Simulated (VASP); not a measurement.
The system is GaO2.

```xyz
3
Lattice="1.3151 0.7593 5.0918 -1.3151 0.7593 5.0918 0.0000 -1.5185 5.0918" Properties=species:S:1:pos:R:3 pbc="T T T"
Ga    0.0000    0.0000    0.0000
O     0.0000    0.0000   11.4321
O     0.0000    0.0000    8.9346
```

| Quantity | Value |
| --- | --- |
| Program | VASP 6.6.1 |
| Task | relaxation of cell and atoms |
| Functional | PBE |
| Potentials or basis | VASP PAW PBE potentials, release 64 (Ga_d, O) |
| Cutoff | 600 eV |
| k mesh | 6 × 6 × 6 |
| Occupations | gaussian, width 0.1 eV |
| Spin | collinear spin, ferromagnetic start |
| Starting moments | [0.0, 0.52, 0.52] μB |

At the start: pressure 28.0 GPa; volume 10.17 Å³/atom.

Question: Where does the relaxation end?

Answer: Over 19 steps the energy falls by 498.3 meV/atom and the volume is 13.30 Å³/atom (+30.8 %); space group R3m (No. 160, to 0.1 Å) before and after; moment 1.00 μB per cell.

The path:
| step | energy change (eV) | largest force (eV/Å) | pressure (GPa) | volume (Å³) |
| --- | --- | --- | --- | --- |
| 1 | 0.0000 | 0.7077 | 27.96 | 30.51 |
| 2 | -1.1957 | 2.1674 | -9.85 | 38.73 |
| 3 | -1.1954 | 2.1649 | -9.62 | 38.63 |
| 4 | -1.1813 | 2.4980 | 0.50 | 37.67 |
| 5 | -1.4489 | 0.4295 | -5.62 | 38.17 |
| 6 | -1.4493 | 0.3573 | -5.48 | 38.16 |
| 7 | -1.4756 | 0.1227 | 3.45 | 36.06 |
| 8 | -1.4839 | 0.0482 | 0.32 | 36.72 |
| 9 | -1.4846 | 0.0663 | 0.25 | 36.81 |
| 10 | -1.4862 | 0.1271 | 0.11 | 37.07 |
| 11 | -1.4875 | 0.2454 | -0.17 | 37.58 |
| 12 | -1.4877 | 0.2395 | -0.15 | 37.60 |
| 13 | -1.4884 | 0.2228 | -0.09 | 37.68 |
| 14 | -1.4895 | 0.1886 | 0.05 | 37.82 |
| 15 | -1.4914 | 0.1176 | 0.31 | 38.11 |
| 16 | -1.4932 | 0.0730 | 0.87 | 38.69 |
| 17 | -1.4932 | 0.1079 | 1.01 | 38.81 |
| 18 | -1.4942 | 0.0788 | 0.57 | 39.20 |
| 19 | -1.4948 | 0.0314 | -0.19 | 39.91 |

Final structure:
```
CELL_PARAMETERS angstrom
1.49839 0.86509 5.13137
-1.49839 0.86509 5.13137
0.00000 -1.73019 5.13137
ATOMIC_POSITIONS crystal
Ga 0.99994 0.99994 0.99994
O 0.73592 0.73592 0.73592
O 0.59744 0.59744 0.59744
```

Caveat: the k points lie up to 0.41 Å⁻¹ apart in the final cell; the volume moved by over 15 % at a fixed basis, so the end points are rough.
